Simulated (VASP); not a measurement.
Here is a VASP 6.6.1 calculation.

INCAR

```
SYSTEM = Rh
PREC = Accurate ; ENCUT = 520
EDIFF = 1E-7 ; ISMEAR = -1
SIGMA = 0.05 ; LREAL = .False.
LASPH = .True. ; NELM = 100
ALGO = Normal ; ISIF = 2
LWAVE = .False. ; LCHARG = .True.
LELF = .True. ; LVHAR = .True.
NBANDS = 38
```

Contents of KPOINTS:

```
regular mesh
0
Gamma
  11 11 3
  0 0 0
```

File POSCAR:

```
Rh
1.0
    2.6917446234      0.0000000000      0.0000000000
   -1.3458723117      2.3311192244      0.0000000000
    0.0000000000      0.0000000000      8.7980701300
Rh
4
Direct
    0.6666666667      0.3333333333      0.7500000000
    0.0000000000      0.0000000000      0.5000000000
    0.3333333333      0.6666666667      0.2500000000
    0.0000000000      0.0000000000      0.0000000000
```

Potentials or basis: VASP PAW LDA potentials, release 64 (Rh_pv).

Run with:

```sh
$ cat potpaw_LDA.64/Rh_pv/POTCAR > POTCAR
$ mpirun -np 1 vasp_std > vasp.out
```

(1) Predict the pressure.

(2) Predict the band gap on the k mesh.

Answers

(1) -10.8 GPa.

(2) zero (band 30 reaches 12.29 eV, above the bottom of band 31 at 10.65 eV).
